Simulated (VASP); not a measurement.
# SmAgTe2 (R-3m) in VASP: a series of runs

SmAgTe2 is run at these levels: PBE; tasks: relaxation of shape and atoms at fixed volume, relaxation of cell and atoms, single point.

All numbers are computed with VASP 6.6.1; they aren't measurements. Logs are shortened: lines on timing, memory, paths and dates and some standing lists are left out, and cuts for length are marked.

## 1. The cell of the first run

It takes space group R-3m (No. 166, trigonal). The conventional cell has a = 4.434 Å, b = 4.434 Å, c = 20.702 Å, α = 90.00°, β = 90.00°, γ = 120.00°. Sm (site symmetry -3m) has 6 Te at 3.12 Å within 4.1 Å. Within 4.0 Å of Ag (site symmetry -3m) lie 6 Te at 3.05 Å. Te (site symmetry 3m) has 3 Ag at 3.05 Å and 3 Sm at 3.12 Å within 4.0 Å.

## 2. Relaxation of shape and atoms at fixed volume, PBE (29.38 Å³/atom)

File INCAR:

```
SYSTEM = SmAgTe2
  ALGO = Normal
  EDIFF = 1E-7
  EDIFFG = -0.01
  ENCUT = 500
  GGA = PE
  GGA_COMPAT = .False.
  IBRION = 2
  ISIF = 4
  ISMEAR = 0
  LASPH = .True.
  LCHARG = .False.
  LMAXMIX = 6
  LREAL = .False.
  LWAVE = .False.
  NELM = 200
  NELMIN = 4
  NSW = 50
  PREC = Accurate
  SIGMA = 0.02
```

File KPOINTS:

```
k-points
0
Gamma
  6 6 6
  0 0 0
```

File POSCAR:

```
SmAgTe2
1.0
    2.2170722211      1.2800272437      6.9006536898
   -2.2170722211      1.2800272437      6.9006536898
    0.0000000000     -2.5600544873      6.9006536898
Sm Ag Te
1 1 2
Direct
    0.0000000000      0.0000000000      0.0000000000
    0.5000000000      0.5000000000      0.5000000000
    0.2470420546      0.2470420546      0.2470420546
    0.7529579454      0.7529579454      0.7529579454
```

Potentials or basis: VASP PAW PBE potentials, release 64 (Sm_3, Ag, Te), 4f in core.

The run is started by

```sh
$ cat potpaw_PBE.64/Sm_3/POTCAR potpaw_PBE.64/Ag/POTCAR potpaw_PBE.64/Te/POTCAR > POTCAR
$ mpirun -np 1 vasp_std > vasp.out
```

OUTCAR:

```text
SYSTEM = SmAgTe2
   EDIFF = 1E-7
   EDIFFG = -0.01
   ENCUT = 500
   GGA = PE
   IBRION = 2
   ISIF = 4
   ISMEAR = 0
   LASPH = .True.
   LREAL = .False.
   NELM = 200
   NELMIN = 4
   NSW = 50
   PREC = Accurate

 ion  position               nearest neighbor table
   1  0.000  0.000  0.000-   4 3.12   3 3.12   4 3.12   4 3.12   3 3.12   3 3.12
   2  0.500  0.500  0.500-   3 3.05   4 3.05   3 3.05   3 3.05   4 3.05   4 3.05
   3  0.247  0.247  0.247-   2 3.05   2 3.05   2 3.05   1 3.12   1 3.12   1 3.12
   4  0.753  0.753  0.753-   2 3.05   2 3.05   2 3.05   1 3.12   1 3.12   1 3.12

  LATTYP: Found a trigonal (rhomboedric) cell.
 ALAT       =     7.3602242034
 COS(alpha) =     0.8185288510

  Lattice vectors:

 A1 = (   2.2170722211,   1.2800272437,   6.9006536898)
 A2 = (  -2.2170722211,   1.2800272437,   6.9006536898)
 A3 = (   0.0000000000,  -2.5600544873,   6.9006536898)

Analysis of symmetry for initial positions (statically):
=====================================================================
 Subroutine PRICEL returns:
 Original cell was already a primitive cell.

 Routine SETGRP: Setting up the symmetry group for a
 trigonal (rhombohedral) supercell.

 Subroutine GETGRP returns: Found 12 space group operations
 (whereof 12 operations were pure point group operations)
 out of a pool of 12 trial point group operations.

The static configuration has the point symmetry D_3d.

Analysis of symmetry for dynamics (positions and initial velocities):
=====================================================================
 Subroutine PRICEL returns:
 Original cell was already a primitive cell.

 Routine SETGRP: Setting up the symmetry group for a
 trigonal (rhombohedral) supercell.

 Subroutine GETGRP returns: Found 12 space group operations
 (whereof 12 operations were pure point group operations)
 out of a pool of 12 trial point group operations.

The dynamic configuration has the point symmetry D_3d.

 Subroutine INISYM returns: Found 12 space group operations
 (whereof 12 operations are pure point group operations),
 and found     1 'primitive' translations

----------------------------------------------------------------------------------------

                                     Primitive cell

  volume of cell :     117.5007

  direct lattice vectors                    reciprocal lattice vectors
     2.217072221  1.280027244  6.900653690     0.225522649  0.130205562  0.048304602
    -2.217072221  1.280027244  6.900653690    -0.225522649  0.130205562  0.048304602
     0.000000000 -2.560054487  6.900653690     0.000000000 -0.260411124  0.048304602

  length of vectors
     7.360224203  7.360224203  7.360224203     0.264853333  0.264853333  0.264853333

  position of ions in fractional coordinates (direct lattice)
     0.000000000  0.000000000  0.000000000
     0.500000000  0.500000000  0.500000000
     0.247042055  0.247042055  0.247042055
     0.752957945  0.752957945  0.752957945

  ion indices of the primitive-cell ions
   primitive index   ion index
                 1           1
                 2           2
                 3           3
                 4           4

----------------------------------------------------------------------------------------

 KPOINTS: k-points

Automatic generation of k-mesh.
 Grid dimensions read from file:
 generate k-points for:    6    6    6

 Generating k-lattice:

  Cartesian coordinates                     Fractional coordinates (reciprocal lattice)
     0.037587108  0.021700927  0.008050767     0.166666667  0.000000000  0.000000000
    -0.037587108  0.021700927  0.008050767     0.000000000  0.166666667  0.000000000
     0.000000000 -0.043401854  0.008050767     0.000000000  0.000000000  0.166666667

  Length of vectors
     0.044142222  0.044142222  0.044142222

  Shift w.r.t. Gamma in fractional coordinates (k-lattice)
     0.000000000  0.000000000  0.000000000

 Subroutine IBZKPT returns following result:
 ===========================================

 Found     32 irreducible k-points:

 Following reciprocal coordinates:
            Coordinates               Weight
  0.000000  0.000000  0.000000      1.000000
  0.166667 -0.000000 -0.000000      6.000000
  0.333333 -0.000000 -0.000000      6.000000
  0.500000 -0.000000 -0.000000      3.000000
  0.166667  0.166667  0.000000      6.000000
  0.333333  0.166667 -0.000000     12.000000
[... 16 lines left out ...]
  0.500000  0.500000  0.166667      6.000000
 -0.333333  0.500000  0.166667     12.000000
 [... further k-points ...]
   k-points           NKPTS =     32   k-points in BZ     NKDIM =     32   number of bands    NBANDS=     21
   number of dos      NEDOS =    301   number of ions     NIONS =      4
   total plane-waves  NPLWV = 157464
   dimension x,y,z NGX =    54 NGY =   54 NGZ =   54
   dimension x,y,z NGXF=   108 NGYF=  108 NGZF=  108
   ions per type =               1   1   2
   NGX,Y,Z   is equivalent  to a cutoff of  12.20, 12.20, 12.20 a.u.
   NGXF,Y,Z  is equivalent  to a cutoff of  24.39, 24.39, 24.39 a.u.
 SYSTEM =  SmAgTe2
   PREC   = accura    normal or accurate (medium, high low for compatibility)
   ISTART =      0    job   : 0-new  1-cont  2-samecut
   ICHARG =      2    charge: 1-file 2-atom 10-const
   ISPIN  =      1    spin polarized calculation?
   LNONCOLLINEAR =      F non collinear calculations
   LSORBIT =      F    spin-orbit coupling
   LASPH  =      T    aspherical Exc in radial PAW
   ENCUT  =  500.0 eV  36.75 Ry    6.06 a.u.  13.42 13.42 13.42*2*pi/ulx,y,z
   NELM   =    200;   NELMIN=  4; NELMDL= -5     # of ELM steps
   EDIFF  = 0.1E-06   stopping-criterion for ELM
   LREAL  =      F    real-space projection
   EDIFFG = -.1E-01   stopping-criterion for IOM
   NSW    =     50    number of steps for IOM
   IBRION =      2    ionic relax: 0-MD 1-quasi-New 2-CG
   NFREE  =      1    steps in history (QN), initial steepest desc. (CG)
   ISIF   =      4    stress and relaxation
   ISYM   =      2    0-nonsym 1-usesym 2-fastsym
   POTIM  = 0.5000    time-step for ionic-motion
   TEBEG  =    0.0;   TEEND  =   0.0 temperature during run
   PSTRESS=    0.0 pullay stress
   NELECT =      34.0000    total number of electrons
   NUPDOWN=      -1.0000    fix difference up-down
   EMIN   =  10.00;   EMAX   =-10.00  energy-range for DOS
   EFERMI =   0.00;   METHOD = LEGACY
   ISMEAR =     0;   SIGMA  =   0.02  broadening in eV -4-tet -1-fermi 0-gaus
   EFERMI_NEDOS =   21; number of points for ismear=-14 and -15
   IALGO  =     38    algorithm
   IMIX   =      4    mixing-type and parameters
     AMIX     =   0.40;   BMIX     =  1.00
     AMIX_MAG =   1.60;   BMIX_MAG =  1.00
  volume/ion in A,a.u.               =      29.38       198.23
  Fermi-wavevector in a.u.,A,eV,Ry     =   1.082815  2.046224 15.952674  1.172488
  Thomas-Fermi vector in A             =   2.218866
   LORBIT       =      0    0 simple, 1 ext, 2 COOP (PROOUT), +10 PAW based schemes
   GGA     = PE    functional components
   LHFCALC =     F    Hartree Fock is set to
   AEXX    =    0.0000 exact exchange contribution
   IVDW    =     0    specifies the selected vdW correction
   LEPSILON=     F    determine dielectric tensor
   LRPA    =     F    only Hartree local field effects (RPA)
 conjugate gradient relaxation of ions
 non-spin polarized calculation
 Gauss-broadening in eV      SIGMA  =   0.02
  energy-cutoff  :      500.00
  volume of cell :      117.50
 maximum number of plane-waves:      3007
 NGX is ok and might be reduce to    54
   NGX = 27   NGY = 27   NGZ = 27

--------------------------------------- Ionic step        1  -------------------------------------------

 number of electron      33.9999999 magnetization

 Free energy of the ion-electron system (eV)
  ---------------------------------------------------
  ext. energy  EPLUGINS =         0.00000000
  ---------------------------------------------------
  free energy    TOTEN  =       -17.00164168 eV

  energy without entropy =      -17.00164168  energy(sigma->0) =      -17.00164168

------------------------ aborting loop because EDIFF is reached ----------------------------------------

  FORCE on cell =-STRESS in cart. coord.  units (eV):
  Direction    XX          YY          ZZ          XY          YZ          ZX
  --------------------------------------------------------------------------------------
  -------------------------------------------------------------------------------------
  Total        1.3739550      1.3739550      1.2397042      0.0000000      0.0000000      0.0000000
  in kB       18.7345194     18.7345194     16.9039472      0.0000000      0.0000000      0.0000000
  external PRESSURE =      18.1243287 kB  Pullay stress =       0.0000000 kB
[... 99 lines left out ...]
  energy  without entropy=      -17.0045965131  energy(sigma->0) =      -17.00459651

--------------------------------------- Ionic step        4  -------------------------------------------

 number of electron      33.9999998 magnetization

 Free energy of the ion-electron system (eV)
  ---------------------------------------------------
  ext. energy  EPLUGINS =         0.00000000
  ---------------------------------------------------
  free energy    TOTEN  =       -17.00461307 eV

  energy without entropy =      -17.00461307  energy(sigma->0) =      -17.00461307

 E-fermi :   5.3846     XC(G=0):  -9.7256

 val. band max:        5.2789733581   @ k =   0.5000   0.5000   0.5000
 cond. band min:       6.0199380891   @ k =   0.5000   0.5000  -0.0000
 fundamental gap:      0.7409647310
 Fermi energy:         5.3846056424

 k-point     1 :       0.0000    0.0000    0.0000
  band No.  band energies     occupation
      1     -36.3068      2.00000
      2     -15.7616      2.00000
      3     -15.6390      2.00000
      4     -15.6390      2.00000
      5      -6.1445      2.00000
      6      -4.9993      2.00000
[... 550 lines left out ...]
      5      -5.2994      2.00000
      6      -5.1413      2.00000
[... 13 lines left out ...]
     20       8.0327      0.00000
     21       8.3159      0.00000

 [... further k-points ...]

------------------------ aborting loop because EDIFF is reached ----------------------------------------

  FORCE on cell =-STRESS in cart. coord.  units (eV):
  Direction    XX          YY          ZZ          XY          YZ          ZX
  --------------------------------------------------------------------------------------
  -------------------------------------------------------------------------------------
  Total        1.2022829      1.2022829      1.1595284      0.0000000      0.0000000     -0.0000000
  in kB       16.3936894     16.3936894     15.8107123      0.0000000      0.0000000     -0.0000000
  external PRESSURE =      16.1993637 kB  Pullay stress =       0.0000000 kB
[... 19 lines left out ...]
  FREE ENERGIE OF THE ION-ELECTRON SYSTEM (eV)
  ---------------------------------------------------
  free  energy   TOTEN  =       -17.0046130742 eV

  energy  without entropy=      -17.0046130742  energy(sigma->0) =      -17.00461307

 reached required accuracy - stopping structural energy minimisation
```

It took 3.8 min on 1 thread of Intel Xeon 6975P-C (Granite Rapids), shared host; peak memory 0.46 GiB.

What came out:

| Item | Value |
| --- | --- |
| Free energy | -17.0046 eV |
| Energy gained by relaxing | 0.7 meV/atom |
| Ionic steps | 4 |
| Pressure after relaxing | 1.6 GPa |
| Largest force after relaxing | 0.003 eV/Å |
| Band gap on the k mesh | 0.74 eV (least direct gap 1.52 eV) |

Forces in eV/Å, atoms in the order of the input:
```
Sm   0.000  0.000  0.000
Ag   0.000  0.000  0.000
Te   0.000  0.000  0.003
Te   0.000  0.000 -0.003
```

Step by step:
| step | energy change (eV) | largest force (eV/Å) | pressure (GPa) | volume (Å³) |
| --- | --- | --- | --- | --- |
| 1 | 0.0000 | 0.1356 | 1.81 | 117.50 |
| 2 | -0.0016 | 0.0908 | 1.75 | 117.50 |
| 3 | -0.0030 | 0.0138 | 1.61 | 117.50 |
| 4 | -0.0030 | 0.0031 | 1.62 | 117.50 |

Final structure:
```cif
data_structure
_symmetry_space_group_name_H-M 'P 1'
_symmetry_Int_Tables_number 1
_cell_length_a 7.3401
_cell_length_b 7.3401
_cell_length_c 7.3401
_cell_angle_alpha 35.223
_cell_angle_beta 35.223
_cell_angle_gamma 35.223
_cell_volume 117.50
loop_
_atom_site_label
_atom_site_type_symbol
_atom_site_fract_x
_atom_site_fract_y
_atom_site_fract_z
_atom_site_occupancy
Sm1 Sm 0.00000 0.00000 0.00000 1
Ag1 Ag 0.50000 0.50000 0.50000 1
Te1 Te 0.24606 0.24606 0.24606 1
Te2 Te 0.75394 0.75394 0.75394 1
```

Caveat: spin-orbit coupling is left out, which moves the levels of the heavy elements; the 4f electrons are frozen in the core, so they carry no moment and show no levels. A k mesh can miss the band edges.

(Part 1 of 2 ends here.)
